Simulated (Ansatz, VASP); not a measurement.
## CO2: VASP beside Ansatz

```
C O
1.0
     6.36501    0.00000    0.00000
     0.00000    6.36501    0.00000
     0.00000    0.00000    6.36501
C O
4 8
Cartesian
  0.0000 0.0000 0.0000
  3.1825 0.0000 3.1825
  3.1825 3.1825 0.0000
  0.0000 3.1825 3.1825
  0.7096 0.7096 0.7096
  2.4729 5.6554 3.8921
  3.8921 2.4729 5.6554
  5.6554 3.8921 2.4729
  5.6554 5.6554 5.6554
  3.8921 0.7096 2.4729
  2.4729 3.8921 0.7096
  0.7096 2.4729 3.8921
```

Alike in both runs: task single point; functional PBE; k mesh 4 × 4 × 4; occupations gaussian, width 0.05 eV; no spin polarisation.

|  | VASP | Ansatz |
| --- | --- | --- |
| version | VASP 6.6.1 | Ansatz 0.2.0 |
| potentials or method | VASP PAW PBE potentials, release 64 (C, O), cutoff 520 eV | scalar-relativistic, plane waves, PAW |
| valence electrons in the cell | 64 | 64 |

```tsv
	VASP	Ansatz	Ansatz less VASP
gap on the k mesh at the Fermi level (eV)	6.16	6.18	+0.020
least direct gap on the mesh (eV)	6.16	6.18	+0.020
pressure (GPa)	-9.5	-10.2	-0.70
rms of the force components (eV/Å)	2.118	2.319	+0.2012
```

Atom by atom the forces differ by 0.201 eV/Å (rms over components).

Noted on VASP's run: the standard files for N, O and F lose accuracy on very short bonds.
